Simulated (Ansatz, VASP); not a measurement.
# WC: VASP beside Ansatz

```
W C
1.0
     0.00000    2.10498    2.36810
     2.10498    0.00000    2.36810
     2.10498    2.10498    0.00000
W C
1 1
Direct
  0.00000 0.00000 0.00000
  0.50000 0.50000 0.50000
```

Change from the starting cell: strain -0.040 along x and y, +0.080 along z, atoms carried along.

Alike in both runs: task single point; functional PBEsol; k mesh 18 × 18 × 18; occupations gaussian, width 0.15 eV; no spin polarisation.

|  | VASP | Ansatz |
| --- | --- | --- |
| version | VASP 6.6.1 | Ansatz 0.2.0 |
| potentials or method | VASP PAW PBE potentials, release 64 (W_sv, C), cutoff 520 eV | scalar-relativistic, plane waves, PAW |
| valence electrons in the cell | 18 | 18 |

|  | VASP | Ansatz | Ansatz less VASP |
| --- | --- | --- | --- |
| gap on the k mesh at the Fermi level (eV) | none | none | - |
| pressure (GPa) | 3.0 | 1.9 | -1.06 |
| traceless stress, the component that is largest in VASP (GPa) | -34.60 | -34.31 | +0.293 |

VASP's potentials were made for PBE, not for PBEsol. A gap of «none» marks a metal or a gap that the smearing closes.

Neither program's run includes spin-orbit coupling.
